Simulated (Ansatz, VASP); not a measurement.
CdS: VASP beside Ansatz

Contents of POSCAR:

```
CdS
1.0
    3.9280592432      0.0000000000      0.0000000000
   -1.9640296216      3.4017990922      0.0000000000
    0.0000000000      0.0000000000      6.9177250000
Cd S
2 2
Direct
    0.3333333333      0.6666666667      0.0000000000
    0.6666666667      0.3333333333      0.5000000000
    0.3333333333      0.6666666667      0.3850000000
    0.6666666667      0.3333333333      0.8850000000
```

INCAR.step1

```
SYSTEM = CdS
PREC = Accurate
ENCUT = 520
ISMEAR = 0
SIGMA = 0.05
LREAL = .FALSE.
LASPH = .TRUE.
NELM = 60
NBANDS = 26
GGA = PE
ALGO = Normal
EDIFF = 1E-4
LWAVE = .TRUE.
LCHARG = .FALSE.
```

INCAR.step2

```
SYSTEM = CdS
PREC = Accurate
ENCUT = 520
EDIFF = 1E-7
ISMEAR = 0
SIGMA = 0.05
LREAL = .FALSE.
LASPH = .TRUE.
NELM = 60
ALGO = Normal
ISIF = 2
LWAVE = .FALSE.
LCHARG = .FALSE.
METAGGA = R2SCAN
LMIXTAU = .TRUE.
NBANDS = 26
ISTART = 1
```

File KPOINTS:

```
Automatic mesh
0
G
  12 12 4
  0 0 0
```

Input for Ansatz:

```yaml
crystal:
  lattice:
    - [3.9280592432, 0.0, 0.0]
    - [-1.9640296216, 3.4017990922, 0.0]
    - [0.0, 0.0, 6.917725]
  atoms:
    - { symbol: Cd, position: [0.3333333333, 0.6666666667, 0.0] }
    - { symbol: Cd, position: [0.6666666667, 0.3333333333, 0.5] }
    - { symbol: S, position: [0.3333333333, 0.6666666667, 0.385] }
    - { symbol: S, position: [0.6666666667, 0.3333333333, 0.885] }
basis:
  ecutwfc: 500
kpoints:
  mp_grid: { grid: [12, 12, 4] }
hamiltonian:
  xc: r2scan
scf:
  occupations: { method: gaussian, width: 0.05 }
output:
  forces: true
  stress: true
  eigenvalues: true
```

Change from the starting cell: strain -0.050 along x and y, +0.025 along z, atoms carried along.

Alike in both runs: task single point; functional r2SCAN; k mesh 12 × 12 × 4; occupations gaussian, width 0.05 eV; no spin polarisation.

|  | VASP | Ansatz |
| --- | --- | --- |
| version | VASP 6.6.1 | Ansatz 0.2.0 |
| potentials or method | VASP PAW PBE potentials, release 64 (Cd, S), cutoff 520 eV | scalar-relativistic, plane waves, PAW |
| valence electrons in the cell | 36 | 52 |

|  | VASP | Ansatz | Ansatz less VASP |
| --- | --- | --- | --- |
| gap on the k mesh at the Fermi level (eV) | 1.69 | 1.69 | 0.000 |
| least direct gap on the mesh (eV) | 1.69 | 1.69 | 0.000 |
| pressure (GPa) | 9.1 | 8.6 | -0.50 |
| traceless stress, the component that is largest in VASP (GPa) | -8.66 | -8.48 | +0.184 |
| rms of the force components (eV/Å) | 0.574 | 0.557 | -0.0164 |

VASP's potentials were made for PBE, not for r2SCAN. Atom by atom the forces differ by 0.016 eV/Å (rms over components). VASP's potentials hold 36 valence electrons a cell and Ansatz's 52, so a difference there can come from the potentials and not from the codes.
